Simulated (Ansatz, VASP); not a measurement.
## One calculation of ZnO, two programs

File INCAR:

```
SYSTEM = ZnO
ALGO = Normal
EDIFF = 1E-6
ENCUT = 520
ISIF = 2
ISMEAR = 0
LASPH = .True.
LCHARG = .False.
LREAL = .False.
LWAVE = .False.
NBANDS = 46
NELM = 100
PREC = Accurate
SIGMA = 0.01
```

The input KPOINTS:

```
k-points
0
Gamma
  4 4 6
  0 0 0
```

Contents of POSCAR:

```
ZnO
1.0
    5.5175700700      0.0000000000      0.0000000000
    0.0000000000      5.5175700700      0.0000000000
    0.0000000000      0.0000000000      3.2587787700
Zn O
4 4
Direct
    0.1819728408      0.1819728408      0.5000000015
    0.8180271592      0.8180271592      0.5000000015
    0.6819728399      0.3180271601      0.0000000000
    0.3180271601      0.6819728399      0.0000000000
    0.8172472307      0.1827527693      0.5000000015
    0.1827527693      0.8172472307      0.5000000015
    0.6827527702      0.6827527702      0.0000000000
    0.3172472298      0.3172472298      0.0000000000
```

Input for Ansatz:

```yaml
crystal:
  lattice:
    - [5.51757007, 0.0, 0.0]
    - [0.0, 5.51757007, 0.0]
    - [0.0, 0.0, 3.25877877]
  atoms:
    - { symbol: Zn, position: [0.18197284080888892, 0.18197284080888892, 0.5000000015343171] }
    - { symbol: Zn, position: [0.8180271591911111, 0.8180271591911111, 0.5000000015343171] }
    - { symbol: Zn, position: [0.681972839902693, 0.31802716009730714, 0.0] }
    - { symbol: Zn, position: [0.31802716009730714, 0.681972839902693, 0.0] }
    - { symbol: O, position: [0.8172472307179961, 0.1827527692820039, 0.5000000015343171] }
    - { symbol: O, position: [0.1827527692820039, 0.8172472307179961, 0.5000000015343171] }
    - { symbol: O, position: [0.6827527701881999, 0.6827527701881999, 0.0] }
    - { symbol: O, position: [0.31724722981180015, 0.31724722981180015, 0.0] }
basis:
  ecutwfc: 470.0
kpoints:
  mp_grid:
    grid: [4, 4, 6]
hamiltonian:
  xc: lda
scf:
  n_extra_bands: 22
  occupations:
    method: fixed
output:
  dos:
    de: 0.1
    method:
      smearing:
        sigma: 0.15
    projected: true
```

Alike in both runs: task single point; functional LDA; k mesh 4 × 4 × 6; no spin polarisation.

|  | VASP | Ansatz |
| --- | --- | --- |
| version | VASP 6.6.1 | Ansatz 0.2.0 |
| potentials or method | VASP PAW LDA potentials, release 64 (Zn, O), cutoff 520 eV | plane waves, PAW |
| occupations | gaussian, width 0.01 eV | fixed |
| valence electrons in the cell | 72 | 72 |

|  | VASP | Ansatz | Ansatz less VASP |
| --- | --- | --- | --- |
| gap on the k mesh at the Fermi level (eV) | 0.75 | 0.74 | -0.006 |

LDA's correlation is that of Perdew and Zunger in VASP and of Perdew and Wang (1992) in Ansatz.
